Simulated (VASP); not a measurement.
# BP (rocksalt type) (Fm-3m) in VASP: notebook

Runs on BP (rocksalt type). Level: LDA. Tasks: density of states.

Program: VASP 6.6.1. These are calculated values, not measurements. Logs are shortened: lines on timing, memory, paths and dates and some standing lists are left out, and cuts for length are marked.

### 1 The cell of the first run

Symmetry: Fm-3m, No. 225, cubic system. Conventional cell: a = 3.960 Å, b = 3.960 Å, c = 3.960 Å, α = 90.00°, β = 90.00°, γ = 90.00°. Within 2.6 Å of B (site symmetry m-3m) lie 6 P at 1.98 Å. P (site symmetry m-3m) has 6 B at 1.98 Å within 2.6 Å.

### 2 Density of states, LDA (volume scaled by 0.8)

The input, POSCAR:

```
BP
1.0
    0.0000000000      1.9798935876      1.9798935876
    1.9798935876      0.0000000000      1.9798935876
    1.9798935876      1.9798935876      0.0000000000
B P
1 1
Direct
    0.0000000000      0.0000000000      0.0000000000
    0.5000000000      0.5000000000      0.5000000000
```

The input, INCAR.step1:

```
PREC = Accurate
ENCUT = 420
EDIFF = 1E-6
ISMEAR = -1
SIGMA = 0.1
LREAL = False
LASPH = True
NELM = 120
ALGO = Normal
ISIF = 2
LWAVE = False
LCHARG = True
GGA = CA
NBANDS = 11
GGA_COMPAT = False
NEDOS = 2001
LORBIT = 11
```

The input, KPOINTS.step1:

```
regular mesh
0
Gamma
  15 15 15
```

The input, INCAR.step2:

```
PREC = Accurate
ENCUT = 420
EDIFF = 1E-6
ISMEAR = -5
SIGMA = 0.1
LREAL = False
LASPH = True
NELM = 120
ALGO = Normal
ISIF = 2
LWAVE = False
LCHARG = False
GGA = CA
LORBIT = 10
NEDOS = 2001
ICHARG = 11
GGA_COMPAT = False
```

The input, KPOINTS.step2:

```
regular mesh
0
Gamma
  23 23 23
```

Potentials or basis: VASP PAW LDA potentials, release 64 (B, P).

Started as:

```console
$ cat potpaw_LDA.64/B/POTCAR potpaw_LDA.64/P/POTCAR > POTCAR
$ cp INCAR.step1 INCAR
$ cp KPOINTS.step1 KPOINTS
$ mpirun -np 1 vasp_std > vasp.out
$ cp INCAR.step2 INCAR
$ cp KPOINTS.step2 KPOINTS
$ mpirun -np 1 vasp_std > vasp.out
```

OUTCAR:

```text
PREC = Accurate
   ENCUT = 420
   EDIFF = 1E-6
   ISMEAR = -5
   LREAL = False
   LASPH = True
   NELM = 120
   ISIF = 2
   GGA = CA
   LORBIT = 10
   ICHARG = 11

 ion  position               nearest neighbor table
   1  0.000  0.000  0.000-   2 1.98   2 1.98   2 1.98   2 1.98   2 1.98   2 1.98
   2  0.500  0.500  0.500-   1 1.98   1 1.98   1 1.98   1 1.98   1 1.98   1 1.98

  LATTYP: Found a face centered cubic cell.
 ALAT       =     3.9597871752

  Lattice vectors:

 A1 = (   0.0000000000,   1.9798935876,   1.9798935876)
 A2 = (   1.9798935876,   0.0000000000,   1.9798935876)
 A3 = (   1.9798935876,   1.9798935876,   0.0000000000)

Analysis of symmetry for initial positions (statically):
=====================================================================
 Subroutine PRICEL returns:
 Original cell was already a primitive cell.

 Routine SETGRP: Setting up the symmetry group for a
 face centered cubic supercell.

 Subroutine GETGRP returns: Found 48 space group operations
 (whereof 48 operations were pure point group operations)
 out of a pool of 48 trial point group operations.

The static configuration has the point symmetry O_h .

Analysis of symmetry for dynamics (positions and initial velocities):
=====================================================================
 Subroutine PRICEL returns:
 Original cell was already a primitive cell.

 Routine SETGRP: Setting up the symmetry group for a
 face centered cubic supercell.

 Subroutine GETGRP returns: Found 48 space group operations
 (whereof 48 operations were pure point group operations)
 out of a pool of 48 trial point group operations.

The dynamic configuration has the point symmetry O_h .

 Subroutine INISYM returns: Found 48 space group operations
 (whereof 48 operations are pure point group operations),
 and found     1 'primitive' translations

----------------------------------------------------------------------------------------

                                     Primitive cell

  volume of cell :      15.5223

  direct lattice vectors                    reciprocal lattice vectors
     0.000000000  1.979893588  1.979893588    -0.252538825  0.252538825  0.252538825
     1.979893588  0.000000000  1.979893588     0.252538825 -0.252538825  0.252538825
     1.979893588  1.979893588  0.000000000     0.252538825  0.252538825 -0.252538825

  length of vectors
     2.799992364  2.799992364  2.799992364     0.437410076  0.437410076  0.437410076

  position of ions in fractional coordinates (direct lattice)
     0.000000000  0.000000000  0.000000000
     0.500000000  0.500000000  0.500000000

  ion indices of the primitive-cell ions
   primitive index   ion index
                 1           1
                 2           2

----------------------------------------------------------------------------------------

 KPOINTS: regular mesh

Automatic generation of k-mesh.
 Grid dimensions read from file:
 generate k-points for:   23   23   23

 Generating k-lattice:

  Cartesian coordinates                     Fractional coordinates (reciprocal lattice)
    -0.010979949  0.010979949  0.010979949     0.043478261  0.000000000  0.000000000
     0.010979949 -0.010979949  0.010979949     0.000000000  0.043478261  0.000000000
     0.010979949  0.010979949 -0.010979949     0.000000000  0.000000000  0.043478261

  Length of vectors
     0.019017829  0.019017829  0.019017829

  Shift w.r.t. Gamma in fractional coordinates (k-lattice)
     0.000000000  0.000000000  0.000000000

 TETIRR: Found   1662 inequivalent tetrahedra from    73002

 Subroutine IBZKPT returns following result:
 ===========================================

 Found    364 irreducible k-points:

 Following reciprocal coordinates:
            Coordinates               Weight
  0.000000  0.000000  0.000000      1.000000
  0.043478  0.000000  0.000000      8.000000
  0.086957  0.000000  0.000000      8.000000
  0.130435  0.000000  0.000000      8.000000
  0.173913  0.000000  0.000000      8.000000
  0.217391  0.000000  0.000000      8.000000
[... 16 lines left out ...]
  0.478261  0.043478  0.000000     24.000000
 -0.478261  0.043478  0.000000     24.000000
 [... further k-points ...]
   k-points           NKPTS =    364   k-points in BZ     NKDIM =    364   number of bands    NBANDS=      8
   number of dos      NEDOS =   2001   number of ions     NIONS =      2
   total plane-waves  NPLWV =   8000
   dimension x,y,z NGX =    20 NGY =   20 NGZ =   20
   dimension x,y,z NGXF=    40 NGYF=   40 NGZF=   40
   ions per type =               1   1
   NGX,Y,Z   is equivalent  to a cutoff of  11.87, 11.87, 11.87 a.u.
   NGXF,Y,Z  is equivalent  to a cutoff of  23.75, 23.75, 23.75 a.u.
 SYSTEM =  unknown system
   PREC   = accura    normal or accurate (medium, high low for compatibility)
   ISTART =      0    job   : 0-new  1-cont  2-samecut
   ICHARG =     11    charge: 1-file 2-atom 10-const
   ISPIN  =      1    spin polarized calculation?
   LNONCOLLINEAR =      F non collinear calculations
   LSORBIT =      F    spin-orbit coupling
   LASPH  =      T    aspherical Exc in radial PAW
   ENCUT  =  420.0 eV  30.87 Ry    5.56 a.u.   4.68  4.68  4.68*2*pi/ulx,y,z
   NELM   =    120;   NELMIN=  2; NELMDL=  0     # of ELM steps
   EDIFF  = 0.1E-05   stopping-criterion for ELM
   LREAL  =      F    real-space projection
   EDIFFG = 0.1E-04   stopping-criterion for IOM
   NSW    =      0    number of steps for IOM
   IBRION =     -1    ionic relax: 0-MD 1-quasi-New 2-CG
   NFREE  =      0    steps in history (QN), initial steepest desc. (CG)
   ISIF   =      2    stress and relaxation
   ISYM   =      2    0-nonsym 1-usesym 2-fastsym
   POTIM  = 0.5000    time-step for ionic-motion
   TEBEG  =    0.0;   TEEND  =   0.0 temperature during run
   PSTRESS=    0.0 pullay stress
   NELECT =       8.0000    total number of electrons
   NUPDOWN=      -1.0000    fix difference up-down
   EMIN   =  10.00;   EMAX   =-10.00  energy-range for DOS
   EFERMI =   0.00;   METHOD = LEGACY
   ISMEAR =    -5;   SIGMA  =   0.10  broadening in eV -4-tet -1-fermi 0-gaus
   EFERMI_NEDOS =   21; number of points for ismear=-14 and -15
   IALGO  =     38    algorithm
   IMIX   =      4    mixing-type and parameters
     AMIX     =   0.40;   BMIX     =  1.00
     AMIX_MAG =   1.60;   BMIX_MAG =  1.00
  volume/ion in A,a.u.               =       7.76        52.37
  Fermi-wavevector in a.u.,A,eV,Ry     =   1.312561  2.480381 23.440356  1.722818
  Thomas-Fermi vector in A             =   2.442945
   LORBIT       =     10    0 simple, 1 ext, 2 COOP (PROOUT), +10 PAW based schemes
   GGA     = CA    functional components
   LHFCALC =     F    Hartree Fock is set to
   AEXX    =    0.0000 exact exchange contribution
   IVDW    =     0    specifies the selected vdW correction
   LEPSILON=     F    determine dielectric tensor
   LRPA    =     F    only Hartree local field effects (RPA)
 non-spin polarized calculation
 Fermi weights with tetrahedron method with Bloechl corrections
  energy-cutoff  :      420.00
  volume of cell :       15.52
 maximum number of plane-waves:       315

 number of electron       8.0000001 magnetization

 Free energy of the ion-electron system (eV)
  ---------------------------------------------------
  ext. energy  EPLUGINS =         0.00000000
  ---------------------------------------------------
  free energy    TOTEN  =       -11.76522539 eV

  energy without entropy =      -11.76522539  energy(sigma->0) =      -11.76522539

 E-fermi :  13.8573     XC(G=0): -13.1453

 val. band max:       13.9454226997   @ k =  -0.3913   0.0435   0.0000
 cond. band min:      13.8221410912   @ k =  -0.3913   0.3478   0.0000
 fundamental gap:     -0.1232816086
 Fermi energy:        13.8573251600

 k-point     1 :       0.0000    0.0000    0.0000
  band No.  band energies     occupation
      1      -6.1721      2.00000
      2      13.8537      2.00000
      3      13.8537      2.00000
      4      13.8537      2.00000
      5      21.4351      0.00000
      6      21.4351      0.00000
      7      21.4351      0.00000
      8      24.4534      0.00000

 k-point     2 :       0.0435    0.0000    0.0000
  band No.  band energies     occupation
      1      -6.1243      2.00000
      2      13.5280      2.00000
      3      13.8232      2.00000
      4      13.8232      1.71279
      5      21.4825      0.00000
      6      21.5600      0.00000
      7      21.5600      0.00000
      8      23.7343      0.00000

 k-point     3 :       0.0870    0.0000    0.0000
  band No.  band energies     occupation
      1      -5.9809      2.00000
      2      12.6599      2.00000
      3      13.7408      2.00000
      4      13.7408      1.83264
      5      21.5557      0.00000
      6      21.9204      0.00000
      7      21.9204      0.00000
      8      22.5658      0.00000

 k-point     4 :       0.1304    0.0000    0.0000
  band No.  band energies     occupation
      1      -5.7424      2.00000
      2      11.4585      2.00000
      3      13.6287      2.00000
      4      13.6287      2.02444
      5      21.3732      0.00000
      6      21.3732      0.00000
      7      21.5597      0.00000
      8      22.5245      0.00000

 k-point     5 :       0.1739    0.0000    0.0000
  band No.  band energies     occupation
      1      -5.4092      2.00000
      2      10.0908      2.00000
      3      13.5133      2.00000
      4      13.5133      2.30158
      5      20.2685      0.00000
      6      20.2685      0.00000
      7      21.4735      0.00000
      8      23.2967      0.00000

 k-point     6 :       0.2174    0.0000    0.0000
  band No.  band energies     occupation
      1      -4.9822      2.00000
      2       8.6594      2.00000
      3      13.4183      2.00000
      4      13.4183      2.48923
      5      19.2449      0.00000
      6      19.2449      0.00000
      7      21.3220      0.00000
      8      23.4149      0.00000

 k-point     7 :       0.2609    0.0000    0.0000
  band No.  band energies     occupation
      1      -4.4628      2.00000
      2       7.2239      2.00000
      3      13.3613      2.00000
      4      13.3613      2.57439
      5      18.3124      0.00000
      6      18.3124      0.00000
      7      21.1390      0.00000
      8      23.2489      0.00000
[... 133 lines left out ...]
 k-point    20 :       0.3478    0.0435    0.0000
  band No.  band energies     occupation
      1      -3.3565      2.00000
      2       4.9528      2.00000
      3      12.6247      2.00000
      4      13.8980      0.44159
      5      15.9324      0.00000
      6      17.8965      0.00000
      7      21.1297      0.00000
      8      23.1642      0.00000

 k-point    21 :       0.3913    0.0435    0.0000
  band No.  band energies     occupation
      1      -2.6081      2.00000
      2       3.6558      2.00000
      3      12.7164      2.00000
      4      13.8723      1.13486
      5      15.4190      0.00000
      6      17.2000      0.00000
      7      21.0082      0.00000
      8      23.0900      0.00000

 k-point    22 :       0.4348    0.0435    0.0000
  band No.  band energies     occupation
      1      -1.7970      2.00000
      2       2.4556      2.00000
      3      12.8820      2.00000
      4      13.7285      2.00172
      5      15.1854      0.00000
      6      16.6021      0.00000
      7      20.9127      0.00000
      8      23.0388      0.00000

 k-point    23 :       0.4783    0.0435    0.0000
  band No.  band energies     occupation
      1      -0.9971      2.00000
      2       1.4318      2.00000
      3      13.1165      2.00000
      4      13.4516      2.00000
      5      15.2524      0.00000
      6      16.1097      0.00000
      7      20.8553      0.00000
      8      23.0119      0.00000

 k-point    24 :      -0.4783    0.0435    0.0000
  band No.  band energies     occupation
      1      -0.6538      2.00000
      2       1.0324      2.00000
      3      13.1387      2.00000
      4      13.4047      2.00000
      5      15.5264      0.00000
      6      15.7385      0.00000
      7      20.8421      0.00000
      8      23.0098      0.00000

 [... further k-points ...]
[... 5 lines left out ...]
  --------------------------------------------------------------------------------------
  -------------------------------------------------------------------------------------
  Total        5.5750410      5.5750410      5.5750410      0.0000000      0.0000000     -0.0000000
  in kB      575.4440525    575.4440525    575.4440525      0.0000000      0.0000000     -0.0000000
  external PRESSURE =     575.4440525 kB  Pullay stress =       0.0000000 kB

 VOLUME and BASIS-vectors are now :
 -----------------------------------------------------------------------------
  energy-cutoff  :      420.00
  volume of cell :       15.52
      direct lattice vectors                 reciprocal lattice vectors
     0.000000000  1.979893588  1.979893588    -0.252538825  0.252538825  0.252538825
     1.979893588  0.000000000  1.979893588     0.252538825 -0.252538825  0.252538825
     1.979893588  1.979893588  0.000000000     0.252538825  0.252538825 -0.252538825

 POSITION                                       TOTAL-FORCE (eV/Angst)
 -----------------------------------------------------------------------------------
      0.00000      0.00000      0.00000         0.000000      0.000000     -0.000000
      1.97989      1.97989      1.97989         0.000000      0.000000      0.000000
 -----------------------------------------------------------------------------------
    total drift:                                0.000000      0.000000     -0.000000

  FREE ENERGIE OF THE ION-ELECTRON SYSTEM (eV)
  ---------------------------------------------------
  free  energy   TOTEN  =       -11.7652253866 eV

  energy  without entropy=      -11.7652253866  energy(sigma->0) =      -11.76522539

 total charge

# of ion       s       p       d       tot
------------------------------------------
    1        0.741   1.416   0.000   2.157
    2        1.036   1.508   0.000   2.544
--------------------------------------------------
tot          1.777   2.924   0.000   4.701
```

It took 15 s on 1 thread of Intel Xeon Platinum 8481C at 2.70GHz (Sapphire Rapids), shared host; peak memory 0.14 GiB.

Results:

- Valence electrons inside the program's atomic spheres: B 2.16; P 2.54

Levels at points of the mesh, in eV from the Fermi level:
```tsv
k point	band 1	band 2	band 3	band 4	band 5	band 6	band 7	band 8
(0.00, 0.00, 0.00)	-20.03	0.00	0.00	0.00	7.58	7.58	7.58	10.60
```

Caveat: tetrahedron occupations give inexact forces and stress in metals.

### 3 Density of states, LDA (volume scaled by 0.8)

POSCAR is that of step 2.

The input, INCAR.step1:

```
PREC = Accurate ; ENCUT = 420
EDIFF = 1E-6 ; ISMEAR = -1
SIGMA = 0.1 ; LREAL = False
LASPH = True ; NELM = 120
ALGO = Normal ; ISIF = 2
LWAVE = False ; LCHARG = True
NBANDS = 11 ; GGA_COMPAT = False
NEDOS = 2001 ; LORBIT = 11
```

KPOINTS.step1 is that of step 2.

The input, INCAR.step2:

```
PREC = Accurate ; ENCUT = 420
EDIFF = 1E-6 ; ISMEAR = -5
SIGMA = 0.1 ; LREAL = False
LASPH = True ; NELM = 120
ALGO = Normal ; ISIF = 2
LWAVE = False ; LCHARG = False
LORBIT = 11 ; NEDOS = 2001
ICHARG = 11 ; GGA_COMPAT = False
```

KPOINTS.step2 is that of step 2.

Potentials or basis: VASP PAW LDA potentials, release 64 (B, P).

Started as:

```console
$ cat potpaw_LDA.64/B/POTCAR potpaw_LDA.64/P/POTCAR > POTCAR
$ cp INCAR.step1 INCAR
$ cp KPOINTS.step1 KPOINTS
$ mpirun -np 1 vasp_std > vasp.out
$ cp INCAR.step2 INCAR
$ cp KPOINTS.step2 KPOINTS
$ mpirun -np 1 vasp_std > vasp.out
```

OUTCAR:

```text
PREC = Accurate
   ENCUT = 420
   EDIFF = 1E-6
   ISMEAR = -5
   LREAL = False
   LASPH = True
   NELM = 120
   ISIF = 2
   LORBIT = 11
   ICHARG = 11

 ion  position               nearest neighbor table
   1  0.000  0.000  0.000-   2 1.98   2 1.98   2 1.98   2 1.98   2 1.98   2 1.98
   2  0.500  0.500  0.500-   1 1.98   1 1.98   1 1.98   1 1.98   1 1.98   1 1.98

  LATTYP: Found a face centered cubic cell.
[... 461 lines left out ...]
  -------------------------------------------------------------------------------------
  Total        5.5750410      5.5750410      5.5750410      0.0000000      0.0000000     -0.0000000
  in kB      575.4440525    575.4440525    575.4440525      0.0000000      0.0000000     -0.0000000
  external PRESSURE =     575.4440525 kB  Pullay stress =       0.0000000 kB

 VOLUME and BASIS-vectors are now :
 -----------------------------------------------------------------------------
  energy-cutoff  :      420.00
  volume of cell :       15.52
      direct lattice vectors                 reciprocal lattice vectors
     0.000000000  1.979893588  1.979893588    -0.252538825  0.252538825  0.252538825
     1.979893588  0.000000000  1.979893588     0.252538825 -0.252538825  0.252538825
     1.979893588  1.979893588  0.000000000     0.252538825  0.252538825 -0.252538825

 POSITION                                       TOTAL-FORCE (eV/Angst)
 -----------------------------------------------------------------------------------
      0.00000      0.00000      0.00000         0.000000      0.000000     -0.000000
      1.97989      1.97989      1.97989         0.000000      0.000000      0.000000
 -----------------------------------------------------------------------------------
    total drift:                                0.000000      0.000000     -0.000000

  FREE ENERGIE OF THE ION-ELECTRON SYSTEM (eV)
  ---------------------------------------------------
  free  energy   TOTEN  =       -11.7652253866 eV

  energy  without entropy=      -11.7652253866  energy(sigma->0) =      -11.76522539

 total charge

# of ion       s       p       d       tot
------------------------------------------
    1        0.741   1.416   0.000   2.157
    2        1.036   1.508   0.000   2.544
--------------------------------------------------
tot          1.777   2.924   0.000   4.701
```

OUTCAR.step1:

```text
PREC = Accurate
   ENCUT = 420
   EDIFF = 1E-6
   ISMEAR = -1
   LREAL = False
[... 560 lines left out ...]
    total drift:                                0.000000      0.000000     -0.000000

  FREE ENERGIE OF THE ION-ELECTRON SYSTEM (eV)
  ---------------------------------------------------
  free  energy   TOTEN  =       -11.7777249232 eV

  energy  without entropy=      -11.7569409274  energy(sigma->0) =      -11.76733293

 total charge

# of ion       s       p       d       tot
------------------------------------------
    1        0.740   1.414   0.000   2.154
    2        1.037   1.511   0.000   2.548
--------------------------------------------------
tot          1.777   2.925   0.000   4.702
```

Run time: 15 s. Hardware: 1 thread of Intel Xeon Platinum 8481C at 2.70GHz (Sapphire Rapids), shared host; peak memory 0.14 GiB.

Results:

```yaml
Valence_electrons_inside_the_program's_atomic_spheres: B 2.16; P 2.54
```

Caveat: tetrahedron occupations give inexact forces and stress in metals.

(Part 1 of 2 ends here.)
